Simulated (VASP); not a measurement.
Runs of VASP 6.6.1 on VI. The structure is that of space group Pm-3m (No. 221), or close to it. The cells are those of the table. 

```tsv
task	cell	k mesh	cutoff (eV)	gap on the mesh (eV)	pressure (GPa)	moment (μB)	relaxed volume (Å³/atom)
single point	a = 3.644 Å, 2 atoms	4 × 4 × 4	520	none	-0.1	(b)	-
relaxation of cell and atoms	relaxed from a = 3.644 Å, 2 atoms	6 × 6 × 6	600	none	-0.1	3.75	24.04
relaxation of cell and atoms	relaxed from a = 3.846 Å, 2 atoms	4 × 4 × 4	600	none	-0.2	3.69	24.26
single point	a = 3.644 Å, 2 atoms	6 × 6 × 6	520	none	-0.2	3.77	-
single point	a = 3.846 Å, 2 atoms	6 × 6 × 6	520	none	(a)	3.95	-
```

Alike in all rows: level PBE; potentials or basis VASP PAW PBE potentials, release 64 (V_sv, I); spin collinear, ferromagnetic start; smearing gaussian 0.1 eV.

Fill in the values left out.

(a) -4.7; (b) 3.68.

Caveats: some runs use coarse meshes; spin-orbit coupling is left out, which moves the levels of the heavy elements; semilocal functionals often make such compounds metallic where correlation or magnetic order opens a gap, which also shifts bond lengths; the cell stands under tension (at least some runs).

A k mesh can miss the band edges, and the runs leave out spin-orbit coupling on I.

A gap of «none» marks levels without a gap at the run's occupations.
